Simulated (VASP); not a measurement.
# Tl (P2_1/m) in VASP: electric field gradients with PBE

Aim: the electric field gradients of Tl with PBE.

Everything below comes from runs of VASP 6.6.1. Logs are shortened: lines on timing, memory, paths and dates and some standing lists are left out, and cuts for length are marked.

**1. The cell of the first run**

It takes space group P2_1/m (No. 11, monoclinic). Conventional cell: a = 3.456 Å, b = 5.525 Å, c = 3.456 Å, α = 90.00°, β = 120.00°, γ = 90.00°. Within 4.4 Å of Tl (site symmetry m) lie 12 Tl at 3.38 to 3.46 Å.

**2. Electric field gradients, PBE (0.035355, 0.0] A)**

File INCAR:

```
SYSTEM = Tl
ALGO = Normal
EDIFF = 1E-8
ENCUT = 520
GGA = PE
ISIF = 2
ISMEAR = -1
LASPH = .TRUE.
LCHARG = .FALSE.
LEFG = .TRUE.
LREAL = .FALSE.
LWAVE = .FALSE.
NBANDS = 20
NELM = 80
PREC = Accurate
SIGMA = 0.05
```

File KPOINTS:

```
k-points
0
G
  11 11 6
  0 0 0
```

File POSCAR:

```
Tl
1.0
    3.4559983565      0.0000000000      0.0000000000
   -1.7279991783      2.9929823722      0.0000000000
    0.0000000000      0.0000000000      5.5250000000
Tl
2
Direct
    0.3333333333      0.6666666667      0.2500000000
    0.6828030224      0.3451459655      0.7500000000
```

Potentials or basis: VASP PAW PBE potentials, release 64 (Tl_d).

The run is started by

```console
$ cat potpaw_PBE.64/Tl_d/POTCAR > POTCAR
$ mpirun -np 1 vasp_std > vasp.out
```

OUTCAR:

```text
SYSTEM = Tl
   EDIFF = 1E-8
   ENCUT = 520
   GGA = PE
   ISIF = 2
   ISMEAR = -1
   LASPH = .TRUE.
   LREAL = .FALSE.
   NELM = 80
   PREC = Accurate

 ion  position               nearest neighbor table
   1  0.333  0.667  0.250-   2 3.38   2 3.38   2 3.42   2 3.42   2 3.43   2 3.43
   2  0.683  0.345  0.750-   1 3.38   1 3.38   1 3.42   1 3.42   1 3.43   1 3.43

  LATTYP: Found a hexagonal cell.
 ALAT       =     3.4559983565
 C/A-ratio  =     1.5986697417

  Lattice vectors:

 A1 = (   3.4559983565,   0.0000000000,   0.0000000000)
 A2 = (  -1.7279991783,   2.9929823722,   0.0000000000)
 A3 = (   0.0000000000,   0.0000000000,   5.5250000000)

Analysis of symmetry for initial positions (statically):
=====================================================================
 Subroutine PRICEL returns:
 Original cell was already a primitive cell.

 Routine SETGRP: Setting up the symmetry group for a
 hexagonal supercell.

 Subroutine GETGRP returns: Found  4 space group operations
 (whereof  1 operations were pure point group operations)
 out of a pool of 24 trial point group operations.

The static configuration has the point symmetry C_1 .
 The point group associated with its full space group is C_2h.

Analysis of symmetry for dynamics (positions and initial velocities):
=====================================================================
 Subroutine PRICEL returns:
 Original cell was already a primitive cell.

 Routine SETGRP: Setting up the symmetry group for a
 hexagonal supercell.

 Subroutine GETGRP returns: Found  4 space group operations
 (whereof  1 operations were pure point group operations)
 out of a pool of 24 trial point group operations.

The dynamic configuration has the point symmetry C_1 .
 The point group associated with its full space group is C_2h.

 Subroutine INISYM returns: Found  4 space group operations
 (whereof  1 operations are pure point group operations),
 and found     1 'primitive' translations

----------------------------------------------------------------------------------------

                                     Primitive cell

  volume of cell :      57.1492

  direct lattice vectors                    reciprocal lattice vectors
     3.455998356  0.000000000  0.000000000     0.289351989  0.167057449  0.000000000
    -1.727999178  2.992982372  0.000000000     0.000000000  0.334114898  0.000000000
     0.000000000  0.000000000  5.525000000     0.000000000  0.000000000  0.180995475

  length of vectors
     3.455998356  3.455998357  5.525000000     0.334114898  0.334114898  0.180995475

  position of ions in fractional coordinates (direct lattice)
     0.333333333  0.666666667  0.250000000
     0.682803022  0.345145966  0.750000000

  ion indices of the primitive-cell ions
   primitive index   ion index
                 1           1
                 2           2

----------------------------------------------------------------------------------------

 KPOINTS: k-points

Automatic generation of k-mesh.
 Grid dimensions read from file:
 generate k-points for:   11   11    6

 Generating k-lattice:

  Cartesian coordinates                     Fractional coordinates (reciprocal lattice)
     0.026304726  0.015187041  0.000000000     0.090909091  0.000000000  0.000000000
     0.000000000  0.030374082  0.000000000     0.000000000  0.090909091  0.000000000
     0.000000000  0.000000000  0.030165913     0.000000000  0.000000000  0.166666667

  Length of vectors
     0.030374082  0.030374082  0.030165913

  Shift w.r.t. Gamma in fractional coordinates (k-lattice)
     0.000000000  0.000000000  0.000000000

 Subroutine IBZKPT returns following result:
 ===========================================

 Found    244 irreducible k-points:

 Following reciprocal coordinates:
            Coordinates               Weight
  0.000000  0.000000  0.000000      1.000000
  0.090909  0.000000  0.000000      2.000000
  0.000000  0.090909  0.000000      2.000000
 -0.090909  0.090909  0.000000      2.000000
  0.181818  0.000000  0.000000      2.000000
  0.000000  0.181818  0.000000      2.000000
[... 16 lines left out ...]
 -0.181818  0.272727  0.000000      2.000000
  0.090909  0.181818  0.000000      2.000000
 [... further k-points ...]
   k-points           NKPTS =    244   k-points in BZ     NKDIM =    244   number of bands    NBANDS=     20
   number of dos      NEDOS =    301   number of ions     NIONS =      2
   total plane-waves  NPLWV =  32928
   dimension x,y,z NGX =    28 NGY =   28 NGZ =   42
   dimension x,y,z NGXF=    56 NGYF=   56 NGZF=   84
   ions per type =               2
   NGX,Y,Z   is equivalent  to a cutoff of  13.47, 13.47, 12.64 a.u.
   NGXF,Y,Z  is equivalent  to a cutoff of  26.94, 26.94, 25.28 a.u.
 SYSTEM =  Tl
   PREC   = accura    normal or accurate (medium, high low for compatibility)
   ISTART =      0    job   : 0-new  1-cont  2-samecut
   ICHARG =      2    charge: 1-file 2-atom 10-const
   ISPIN  =      1    spin polarized calculation?
   LNONCOLLINEAR =      F non collinear calculations
   LSORBIT =      F    spin-orbit coupling
   LASPH  =      T    aspherical Exc in radial PAW
   ENCUT  =  520.0 eV  38.22 Ry    6.18 a.u.   6.43  6.43 10.27*2*pi/ulx,y,z
   NELM   =     80;   NELMIN=  2; NELMDL= -5     # of ELM steps
   EDIFF  = 0.1E-07   stopping-criterion for ELM
   LREAL  =      F    real-space projection
   EDIFFG = 0.1E-06   stopping-criterion for IOM
   NSW    =      0    number of steps for IOM
   IBRION =     -1    ionic relax: 0-MD 1-quasi-New 2-CG
   NFREE  =      0    steps in history (QN), initial steepest desc. (CG)
   ISIF   =      2    stress and relaxation
   ISYM   =      2    0-nonsym 1-usesym 2-fastsym
   POTIM  = 0.5000    time-step for ionic-motion
   TEBEG  =    0.0;   TEEND  =   0.0 temperature during run
   PSTRESS=    0.0 pullay stress
   NELECT =      26.0000    total number of electrons
   NUPDOWN=      -1.0000    fix difference up-down
   EMIN   =  10.00;   EMAX   =-10.00  energy-range for DOS
   EFERMI =   0.00;   METHOD = LEGACY
   ISMEAR =    -1;   SIGMA  =   0.05  broadening in eV -4-tet -1-fermi 0-gaus
   EFERMI_NEDOS =   21; number of points for ismear=-14 and -15
   IALGO  =     38    algorithm
   IMIX   =      4    mixing-type and parameters
     AMIX     =   0.40;   BMIX     =  1.00
     AMIX_MAG =   1.60;   BMIX_MAG =  1.00
  volume/ion in A,a.u.               =      28.57       192.83
  Fermi-wavevector in a.u.,A,eV,Ry     =   1.259107  2.379367 21.570001  1.585350
  Thomas-Fermi vector in A             =   2.392683
   LORBIT       =      0    0 simple, 1 ext, 2 COOP (PROOUT), +10 PAW based schemes
   GGA     = PE    functional components
   LHFCALC =     F    Hartree Fock is set to
   AEXX    =    0.0000 exact exchange contribution
   IVDW    =     0    specifies the selected vdW correction
   LEPSILON=     F    determine dielectric tensor
   LRPA    =     F    only Hartree local field effects (RPA)
 non-spin polarized calculation
  energy-cutoff  :      520.00
  volume of cell :       57.15
 maximum number of plane-waves:      1566
 NGX is ok and might be reduce to    28
   NGX = 13   NGY = 13   NGZ = 21

 number of electron      26.0000002 magnetization

 Free energy of the ion-electron system (eV)
  ---------------------------------------------------
  ext. energy  EPLUGINS =         0.00000000
  ---------------------------------------------------
  free energy    TOTEN  =        -4.41028327 eV

  energy without entropy =       -4.40099509  energy(sigma->0) =       -4.40563918

 E-fermi :   6.5549     XC(G=0): -10.1948

 val. band max:        6.5508493008   @ k =  -0.4545   0.2727   0.5000
 cond. band min:       6.5645368229   @ k =  -0.3636   0.3636   0.0000
 fundamental gap:      0.0136875221
 Fermi energy:         6.5548764754

 k-point     1 :       0.0000    0.0000    0.0000
  band No.  band energies     occupation
      1      -5.2288      2.00000
      2      -5.0028      2.00000
      3      -4.9840      2.00000
      4      -4.9792      2.00000
      5      -4.9310      2.00000
      6      -4.9231      2.00000
[... 12 lines left out ...]
     19      17.4342      0.00000
     20      17.5062      0.00000

 k-point     2 :       0.0909    0.0000    0.0000
  band No.  band energies     occupation
      1      -5.2003      2.00000
      2      -5.0377      2.00000
      3      -4.9502      2.00000
      4      -4.9445      2.00000
      5      -4.9170      2.00000
      6      -4.8997      2.00000
[... 498 lines left out ...]
 k-point    24 :       0.0909    0.1818    0.0000
  band No.  band energies     occupation
      1      -5.1755      2.00000
      2      -5.0651      2.00000
      3      -4.9926      2.00000
      4      -4.9652      2.00000
      5      -4.9169      2.00000
      6      -4.8237      2.00000
[... 12 lines left out ...]
     19      16.7238      0.00000
     20      16.9618      0.00000

 [... further k-points ...]
[... 5 lines left out ...]
  --------------------------------------------------------------------------------------
  -------------------------------------------------------------------------------------
  Total        1.1418296      1.0608423      1.1603556      0.0396826      0.0000000      0.0000000
  in kB       32.0111963     29.7407177     32.5305742      1.1125019      0.0000000      0.0000000
  external PRESSURE =      31.4274961 kB  Pullay stress =       0.0000000 kB

 VOLUME and BASIS-vectors are now :
 -----------------------------------------------------------------------------
  energy-cutoff  :      520.00
  volume of cell :       57.15
      direct lattice vectors                 reciprocal lattice vectors
     3.455998356  0.000000000  0.000000000     0.289351989  0.167057449  0.000000000
    -1.727999178  2.992982372  0.000000000     0.000000000  0.334114898  0.000000000
     0.000000000  0.000000000  5.525000000     0.000000000  0.000000000  0.180995475

 POSITION                                       TOTAL-FORCE (eV/Angst)
 -----------------------------------------------------------------------------------
     -0.00000      1.99532      1.38125         0.011516      0.010193      0.000000
      1.76335      1.03302      4.14375        -0.011516     -0.010193     -0.000000
 -----------------------------------------------------------------------------------
    total drift:                               -0.000005     -0.000023      0.000000

  FREE ENERGIE OF THE ION-ELECTRON SYSTEM (eV)
  ---------------------------------------------------
  free  energy   TOTEN  =        -4.4102832704 eV

  energy  without entropy=       -4.4009950943  energy(sigma->0) =       -4.40563918

 Electric field gradients (V/A^2)
---------------------------------------------------------------------
 ion       V_xx      V_yy      V_zz      V_xy      V_xz      V_yz
---------------------------------------------------------------------
   1       5.574    17.582   -23.155    -5.691     0.000    -0.000
   2       5.574    17.582   -23.155    -5.691    -0.000     0.000
---------------------------------------------------------------------

 Electric field gradients after diagonalization (V/A^2)
 (convention: |V_zz| > |V_xx| > |V_yy|)
----------------------------------------------------------------------
 ion       V_xx      V_yy      V_zz     asymmetry (V_yy - V_xx)/ V_zz
----------------------------------------------------------------------
   1      19.850     3.305   -23.155       0.715
   2      19.850     3.305   -23.155       0.715
----------------------------------------------------------------------

           NMR quadrupolar parameters

 Cq : quadrupolar parameter    Cq=e*Q*V_zz/h
 eta: asymmetry parameters     (V_yy - V_xx)/ V_zz
 Q  : nuclear electric quadrupole moment in mb (millibarn)
----------------------------------------------------------------------
 ion       Cq(MHz)       eta       Q (mb)
----------------------------------------------------------------------
   1      -0.056       0.715       1.000
   2      -0.056       0.715       1.000
----------------------------------------------------------------------
```

Run time: 2 min. Hardware: 1 thread of Intel Xeon Platinum 8488C (Sapphire Rapids), shared host; peak memory 0.34 GiB.

Results:

- Free energy: -4.4103 eV
- Pressure: 3.1 GPa
- Largest force: 0.015 eV/Å
- Band gap on the k mesh: zero (bands 13 and 14 overlap by 5.70 eV)
- Largest electric field gradient by atom: Tl -23.2 V/Å²

Forces on the atoms (eV/Å):
```
Tl   0.012  0.010  0.000
Tl  -0.012 -0.010  0.000
```

Electric field gradients, principal values (V/Å²):
```csv
atom,least,middle,greatest (by size)
1 Tl,3.305,19.850,-23.155
2 Tl,3.305,19.850,-23.155
```

Caveat: the cell differs from its parent crystal (0.035355, 0.0] A); the cell stands under pressure; without QUAD_EFG the Cq values of the log hold for a quadrupole moment of 1 mb, not for the nuclei; spin-orbit coupling is left out, which moves the levels of the heavy elements.
